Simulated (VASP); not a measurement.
# HfO2 (Fm-3m) in VASP: notebook, part 2 of 2

VASP 6.6.1.

## (3) Vibrations by perturbation theory, PBEsol

This run uses another cell than the first one, of 10.26 Å³/atom.

INCAR

```
PREC = Accurate
ENCUT = 520
EDIFF = 1E-8
ISMEAR = 0
SIGMA = 0.01
LREAL = F
LASPH = T
NELM = 80
ALGO = Normal
ISIF = 2
LWAVE = F
LCHARG = F
GGA = PS
IBRION = 8
NSW = 1
LEPSILON = T
```

KPOINTS

```
regular mesh
0
Gamma
  8 8 8
```

POSCAR

```
HfO2
1.0
    0.0000000000      2.4871923128      2.4871923128
    2.4871923128      0.0000000000      2.4871923128
    2.4871923128      2.4871923128      0.0000000000
Hf O
1 2
Direct
    0.0000000000      0.0000000000      0.0000000000
    0.2500000000      0.2500000000      0.2500000000
    0.7500000000      0.7500000000      0.7500000000
```

Potentials or basis: VASP PAW PBE potentials, release 64 (Hf_pv, O).

Run with:

```bash
> cat potpaw_PBE.64/Hf_pv/POTCAR potpaw_PBE.64/O/POTCAR > POTCAR
> mpirun -np 1 vasp_std > vasp.out
```

OUTCAR:

```text
PREC = Accurate
   ENCUT = 520
   EDIFF = 1E-8
   ISMEAR = 0
   LREAL = F
   LASPH = T
   NELM = 80
   ISIF = 2
   GGA = PS
   IBRION = 8
   NSW = 1
   LEPSILON = T

 ion  position               nearest neighbor table
   1  0.000  0.000  0.000-   2 2.15   3 2.15   3 2.15   3 2.15   3 2.15   2 2.15   2 2.15   2 2.15

   2  0.250  0.250  0.250-   1 2.15   1 2.15   1 2.15   1 2.15
   3  0.750  0.750  0.750-   1 2.15   1 2.15   1 2.15   1 2.15

  LATTYP: Found a face centered cubic cell.
 ALAT       =     4.9743846256

  Lattice vectors:

 A1 = (   0.0000000000,   2.4871923128,   2.4871923128)
 A2 = (   2.4871923128,   0.0000000000,   2.4871923128)
 A3 = (   2.4871923128,   2.4871923128,   0.0000000000)

Analysis of symmetry for initial positions (statically):
=====================================================================
 Subroutine PRICEL returns:
 Original cell was already a primitive cell.

 Routine SETGRP: Setting up the symmetry group for a
 face centered cubic supercell.

 Subroutine GETGRP returns: Found 48 space group operations
 (whereof 48 operations were pure point group operations)
 out of a pool of 48 trial point group operations.

The static configuration has the point symmetry O_h .

Analysis of symmetry for dynamics (positions and initial velocities):
=====================================================================
 Subroutine PRICEL returns:
 Original cell was already a primitive cell.

 Routine SETGRP: Setting up the symmetry group for a
 face centered cubic supercell.

 Subroutine GETGRP returns: Found 48 space group operations
 (whereof 48 operations were pure point group operations)
 out of a pool of 48 trial point group operations.

The dynamic configuration has the point symmetry O_h .

 Subroutine INISYM returns: Found 48 space group operations
 (whereof 48 operations are pure point group operations),
 and found     1 'primitive' translations

----------------------------------------------------------------------------------------

                                     Primitive cell

  volume of cell :      30.7722

  direct lattice vectors                    reciprocal lattice vectors
     0.000000000  2.487192313  2.487192313    -0.201029891  0.201029891  0.201029891
     2.487192313  0.000000000  2.487192313     0.201029891 -0.201029891  0.201029891
[... 641 lines left out ...]

[... ionic steps 5 to 6 ...]

--------------------------------------- Ionic step        7  -------------------------------------------

 Free energy of the ion-electron system (eV)
  ---------------------------------------------------
  ---------------------------------------------------
  free energy    TOTEN  =        -0.36606246 eV

  energy without entropy =       -0.36606246

------------------------ aborting loop because EDIFF is reached ----------------------------------------

 INTERNAL STRAIN TENSOR  FOR ION    2  DIRECTION 1   (eV/Angst):
 -----------------------------------------------------------------------------
    -0.00084  0.00000  0.00000
     0.00000  0.00059 -9.75818
     0.00000 -9.75818  0.00059

 MACROSCOPIC STATIC DIELECTRIC TENSOR (including local field effects in DFT)
 ------------------------------------------------------
           5.301592     0.000000    -0.000000
           0.000000     5.301592    -0.000000
          -0.000000     0.000000     5.301592
 ------------------------------------------------------

 PIEZOELECTRIC TENSOR (including local field effects)  for field in x, y, z        (e  Angst)
          XX          YY          ZZ          XY          YZ          ZX
  --------------------------------------------------------------------------------
  x     0.00000     0.00000     0.00000     0.00000     0.00000     0.00000
  y     0.00000     0.00000     0.00000     0.00000     0.00000     0.00000
  z     0.00000     0.00000     0.00000     0.00000     0.00000     0.00000

 PIEZOELECTRIC TENSOR (including local field effects)  for field in x, y, z        (C/m^2)
          XX          YY          ZZ          XY          YZ          ZX
  --------------------------------------------------------------------------------
  x     0.00000     0.00000     0.00000     0.00000     0.00000     0.00000
  y     0.00000     0.00000     0.00000     0.00000     0.00000     0.00000
  z     0.00000     0.00000     0.00000     0.00000     0.00000     0.00000

 BORN EFFECTIVE CHARGES (including local field effects) (in |e|, cummulative output)
 ---------------------------------------------------------------------------------
 ion    1
    1     5.53896     0.00000     0.00000
    2     0.00000     5.53896     0.00000
    3     0.00000     0.00000     5.53896
 ion    2
    1    -2.76948     0.00000     0.00000
    2     0.00000    -2.76948     0.00000
    3     0.00000     0.00000    -2.76948
 ion    3
    1    -2.76948     0.00000     0.00000
    2     0.00000    -2.76948     0.00000
    3     0.00000     0.00000    -2.76948

 INTERNAL STRAIN TENSOR FOR ION    3 for displacements in x,y,z  (eV/Angst):
          X           Y           Z          XY          YZ          ZX
  --------------------------------------------------------------------------------
  x     0.00000    -0.00000    -0.00000     0.00000     9.75818     0.00000
  y    -0.00000     0.00000    -0.00000     0.00000     0.00000     9.75818
  z    -0.00000    -0.00000     0.00000     9.75818     0.00000     0.00000

 SECOND DERIVATIVES (NOT SYMMETRIZED)
 ------------------------------------
               1X          1Y          1Z          2X          2Y          2Z          3X          3Y          3Z
  1X    -7.633091    0.000000    0.000000    3.816546    0.000000    0.000000    3.816546    0.000000    0.000000
  1Y     0.000000   -7.633091    0.000000    0.000000    3.816546    0.000000    0.000000    3.816546    0.000000
  1Z     0.000000    0.000000   -7.633091    0.000000    0.000000    3.816546    0.000000    0.000000    3.816546
  2X     3.826586    0.000000    0.000000  -13.059935    0.000000    0.000000    9.233349    0.000000    0.000000
  2Y     0.000000    3.826586    0.000000    0.000000  -13.059935    0.000000    0.000000    9.233349    0.000000
  2Z     0.000000    0.000000    3.826586    0.000000    0.000000  -13.059935    0.000000    0.000000    9.233349
  3X     3.826586    0.000000    0.000000    9.233349    0.000000    0.000000  -13.059935    0.000000    0.000000
  3Y     0.000000    3.826586    0.000000    0.000000    9.233349    0.000000    0.000000  -13.059935    0.000000
  3Z     0.000000    0.000000    3.826586    0.000000    0.000000    9.233349    0.000000    0.000000  -13.059935

 Eigenvectors and eigenvalues of the dynamical matrix
 ----------------------------------------------------

   1 f  =   18.453458 THz   115.946495 2PiTHz  615.541094 cm-1    76.317335 meV
             X         Y         Z           dx          dy          dz
      0.000000  0.000000  0.000000    -0.000000   -0.000000    0.000000
      1.243596  1.243596  1.243596     0.649763    0.278941   -0.000000
      3.730788  3.730788  3.730788    -0.649763   -0.278941   -0.000000
[... 43 lines left out ...]
   9 f/i=    0.003912 THz     0.024577 2PiTHz    0.130478 cm-1     0.016177 meV
             X         Y         Z           dx          dy          dz
      0.000000  0.000000  0.000000    -0.033727    0.003911   -0.920413
      1.243596  1.243596  1.243596    -0.010085    0.001170   -0.275211
      3.730788  3.730788  3.730788    -0.010085    0.001170   -0.275211

--------------------------------------------------------------------------------------------------------

 MACROSCOPIC STATIC DIELECTRIC TENSOR IONIC CONTRIBUTION
 ------------------------------------------------------
          23.614761    -0.000000    -0.000000
          -0.000000    23.614761     0.000000
          -0.000000     0.000000    23.614761
 ------------------------------------------------------

 ELASTIC MODULI CONTR FROM IONIC RELAXATION (kBar)
 Direction    XX          YY          ZZ          XY          YZ          ZX
 --------------------------------------------------------------------------------
 XX          -0.0000     -0.0000     -0.0000      0.0000      0.0000      0.0000
 YY          -0.0000     -0.0000     -0.0000      0.0000      0.0000      0.0000
 ZZ          -0.0000     -0.0000     -0.0000     -0.0000      0.0000      0.0000
 XY           0.0000      0.0000     -0.0000   -444.7804      0.0000     -0.0000
 YZ           0.0000      0.0000      0.0000      0.0000   -444.7804     -0.0000
 ZX           0.0000      0.0000      0.0000     -0.0000     -0.0000   -444.7804
 --------------------------------------------------------------------------------

 PIEZOELECTRIC TENSOR IONIC CONTR  for field in x, y, z        (C/m^2)
          XX          YY          ZZ          XY          YZ          ZX
  --------------------------------------------------------------------------------
  x    -0.00000     0.00000     0.00000     0.00000    -0.00000    -0.00000
  y     0.00000     0.00000     0.00000     0.00000    -0.00000    -0.00000
  z    -0.00000    -0.00000    -0.00000     0.00000     0.00000     0.00000
```

OSZICAR:

```text
N       E                     dE             d eps       ncg     rms          rms(c)
DAV:   1     0.101966221482E+03    0.10197E+03   -0.13235E+04   870   0.147E+03
DAV:   2    -0.333758655667E+02   -0.13534E+03   -0.13330E+03  1157   0.327E+02
DAV:   3    -0.367735276860E+02   -0.33977E+01   -0.33957E+01  1080   0.520E+01
DAV:   4    -0.367909086233E+02   -0.17381E-01   -0.17380E-01  1122   0.400E+00
[... 179 lines left out ...]
RMM:  10    -0.366062616890E+00    0.21331E-06    0.74912E-09  5238   0.124E-04    0.342E-05
RMM:  11    -0.366062485354E+00    0.13154E-06    0.33163E-08  5163   0.299E-05    0.198E-05
RMM:  12    -0.366062441718E+00    0.43636E-07    0.11979E-08  5053   0.115E-05    0.155E-05
RMM:  13    -0.366062460367E+00   -0.18649E-07    0.11472E-09  4841   0.617E-06    0.736E-06
RMM:  14    -0.366062459093E+00    0.12737E-08    0.32365E-09  3342   0.349E-06    0.283E-06
 Linear response finished
```

Run time: 9.5 min. Hardware: 1 thread of Intel Xeon 8259CL, shared host; peak memory 0.26 GiB.

What came out:

```
Electronic dielectric tensor (diagonal)                 : 5.30
Born charges (mean of the diagonal)                     : Hf +5.54; O -2.77 e
Highest phonon frequency at Γ, LO-TO splitting left out : 616 cm⁻¹
```

Phonon frequencies in cm⁻¹ (negative: imaginary):
```csv
q point,frequencies
"(0.000, 0.000, 0.000)",0 0 0 277 277 277 616 616 616
```

Electronic dielectric tensor:
```
5.30 0.00 0.00
0.00 5.30 0.00
0.00 0.00 5.30
```

Born effective charge tensors (e):
atom 1, Hf
```
5.54 0.00 0.00
0.00 5.54 0.00
0.00 0.00 5.54
```
atom 2, O
```
-2.77  0.00  0.00
 0.00 -2.77  0.00
 0.00  0.00 -2.77
```
atom 3, O
```
-2.77  0.00  0.00
 0.00 -2.77  0.00
 0.00  0.00 -2.77
```

Caveat: the cell stands under pressure or tension, which shifts response properties; the PAW data sets were made with another functional, which shifts forces and pressure a little; spin-orbit coupling is left out, which moves the levels of the heavy elements.

## (4) Vibrations by perturbation theory, PBEsol

This run uses another cell than the first one, of 9.74 Å³/atom.

INCAR

```
PREC = Accurate
ENCUT = 520
EDIFF = 1E-8
ISMEAR = 0
SIGMA = 0.01
LREAL = False
LASPH = True
NELM = 100
ALGO = Normal
ISIF = 2
LWAVE = False
LCHARG = True
GGA = PS
NBANDS = 18
IBRION = 8
NSW = 1
LEPSILON = True
```

KPOINTS

```
Automatic mesh
0
Gamma
  8 8 8
```

POSCAR

```
HfO2
1.0
    0.0000000000      2.4447287395      2.4447287395
    2.4447287395      0.0000000000      2.4447287395
    2.4447287395      2.4447287395      0.0000000000
Hf O
1 2
Direct
    0.0000000000      0.0000000000      0.0000000000
    0.2500000000      0.2500000000      0.2500000000
    0.7500000000      0.7500000000      0.7500000000
```

Potentials or basis: VASP PAW PBE potentials, release 64 (Hf_pv, O).

Run with:

```bash
> cat potpaw_PBE.64/Hf_pv/POTCAR potpaw_PBE.64/O/POTCAR > POTCAR
> mpirun -np 1 vasp_std > vasp.out
```

OUTCAR:

```text
PREC = Accurate
   ENCUT = 520
   EDIFF = 1E-8
   ISMEAR = 0
   LREAL = False
   LASPH = True
   NELM = 100
   ISIF = 2
   GGA = PS
   IBRION = 8
   NSW = 1
   LEPSILON = True

 ion  position               nearest neighbor table
   1  0.000  0.000  0.000-   3 2.12   3 2.12   3 2.12   2 2.12   2 2.12   2 2.12   3 2.12   2 2.12

   2  0.250  0.250  0.250-   1 2.12   1 2.12   1 2.12   1 2.12
   3  0.750  0.750  0.750-   1 2.12   1 2.12   1 2.12   1 2.12

  LATTYP: Found a face centered cubic cell.
 ALAT       =     4.8894574790

  Lattice vectors:

 A1 = (   0.0000000000,   2.4447287395,   2.4447287395)
 A2 = (   2.4447287395,   0.0000000000,   2.4447287395)
 A3 = (   2.4447287395,   2.4447287395,   0.0000000000)

Analysis of symmetry for initial positions (statically):
=====================================================================
 Subroutine PRICEL returns:
 Original cell was already a primitive cell.
[... 821 lines left out ...]
  2Z     0.000000    0.000000    5.416656    0.000000    0.000000  -15.712325    0.000000    0.000000   10.295669
  3X     5.416656    0.000000    0.000000   10.295669    0.000000    0.000000  -15.712325    0.000000    0.000000
  3Y     0.000000    5.416656    0.000000    0.000000   10.295669    0.000000    0.000000  -15.712325    0.000000
  3Z     0.000000    0.000000    5.416656    0.000000    0.000000   10.295669    0.000000    0.000000  -15.712325

 Eigenvectors and eigenvalues of the dynamical matrix
 ----------------------------------------------------

   1 f  =   19.931692 THz   125.234512 2PiTHz  664.849668 cm-1    82.430816 meV
             X         Y         Z           dx          dy          dz
      0.000000  0.000000  0.000000    -0.000000    0.000000   -0.000000
      1.222364  1.222364  1.222364     0.706835   -0.019601    0.000000
      3.667093  3.667093  3.667093    -0.706835    0.019601    0.000000
[... 43 lines left out ...]
   9 f/i=    0.002414 THz     0.015168 2PiTHz    0.080523 cm-1     0.009984 meV
             X         Y         Z           dx          dy          dz
      0.000000  0.000000  0.000000     0.026160   -0.029829   -0.920095
      1.222364  1.222364  1.222364     0.007827   -0.008925   -0.275290
      3.667093  3.667093  3.667093     0.007827   -0.008925   -0.275290

--------------------------------------------------------------------------------------------------------

 MACROSCOPIC STATIC DIELECTRIC TENSOR IONIC CONTRIBUTION
 ------------------------------------------------------
          17.710799     0.000000     0.000000
           0.000000    17.710799     0.000000
           0.000000     0.000000    17.710799
 ------------------------------------------------------

 ELASTIC MODULI CONTR FROM IONIC RELAXATION (kBar)
 Direction    XX          YY          ZZ          XY          YZ          ZX
 --------------------------------------------------------------------------------
 XX           0.0000      0.0000      0.0000      0.0000      0.0000      0.0000
 YY           0.0000      0.0000      0.0000      0.0000      0.0000      0.0000
 ZZ           0.0000      0.0000      0.0000      0.0000      0.0000      0.0000
 XY           0.0000      0.0000      0.0000   -735.5116      0.0000      0.0000
 YZ           0.0000      0.0000      0.0000      0.0000   -735.5116     -0.0000
 ZX           0.0000      0.0000      0.0000      0.0000     -0.0000   -735.5116
 --------------------------------------------------------------------------------

 PIEZOELECTRIC TENSOR IONIC CONTR  for field in x, y, z        (C/m^2)
          XX          YY          ZZ          XY          YZ          ZX
  --------------------------------------------------------------------------------
  x     0.00000     0.00000     0.00000     0.00000    -0.00000     0.00000
  y     0.00000     0.00000     0.00000     0.00000     0.00000     0.00000
  z     0.00000     0.00000     0.00000     0.00000    -0.00000    -0.00000
```

Run time: 13 min. Hardware: 1 thread of Intel Xeon 8259CL, shared host; peak memory 0.27 GiB.

Results:

| Quantity | Value |
| --- | --- |
| Electronic dielectric tensor (diagonal) | 5.29 |
| Born charges (mean of the diagonal) | Hf +5.56; O -2.78 e |
| Highest phonon frequency at Γ, LO-TO splitting left out | 665 cm⁻¹ |

Phonon frequencies in cm⁻¹ (negative: imaginary):
| q point | frequencies |
| --- | --- |
| (0.000, 0.000, 0.000) | 0 0 0 329 329 329 665 665 665 |

Electronic dielectric tensor:
```
5.29 0.00 0.00
0.00 5.29 0.00
0.00 0.00 5.29
```

Born effective charge tensors (e):
atom 1, Hf
```
5.56 0.00 0.00
0.00 5.56 0.00
0.00 0.00 5.56
```
atom 2, O
```
-2.78  0.00  0.00
 0.00 -2.78  0.00
 0.00  0.00 -2.78
```
atom 3, O
```
-2.78  0.00  0.00
 0.00 -2.78  0.00
 0.00  0.00 -2.78
```

Caveat: the cell stands under pressure or tension, which shifts response properties; the PAW data sets were made with another functional, which shifts forces and pressure a little; spin-orbit coupling is left out, which moves the levels of the heavy elements.
